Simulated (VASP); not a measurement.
A run of VASP 6.6.1 is set up as follows.

Contents of INCAR:

```
SYSTEM = Pd
PREC = Accurate
ENCUT = 600
EDIFF = 1E-8
ISMEAR = -1
SIGMA = 0.1
LREAL = .FALSE.
LASPH = .TRUE.
NELM = 60
ALGO = Normal
ISIF = 3
LWAVE = .FALSE.
LCHARG = .FALSE.
GGA = CA
IBRION = 6
NFREE = 2
POTIM = 0.015
NSW = 1
```

File KPOINTS:

```
regular mesh
0
G
  24 24 24
  0 0 0
```

Contents of POSCAR:

```
Pd
1.0
    0.0000000000      1.9099441487      1.9099441487
    1.9099441487      0.0000000000      1.9099441487
    1.9099441487      1.9099441487      0.0000000000
Pd
1
Direct
    0.0000000000      0.0000000000      0.0000000000
```

Potentials or basis: VASP PAW LDA potentials, release 64 (Pd).

The run is started by

```sh
$ cat potpaw_LDA.64/Pd/POTCAR > POTCAR
$ mpirun -np 1 vasp_std > vasp.out
```

**Question.** Estimate the elastic constants C11, C12, C44.

**Answer.** 294, 219, 100 GPa.

**Question.** Predict the Voigt bulk modulus.

**Answer.** 244 GPa.

Elastic tensor in Voigt notation (GPa, in the Cartesian axes of the cell as first typed):
```
294 219 219   0   0   0
219 294 219   0   0   0
219 219 294   0   0   0
  0   0   0 100   0   0
  0   0   0   0 100   0
  0   0   0   0   0 100
```

Caveat: the cell is under stress, which shifts elastic constants.
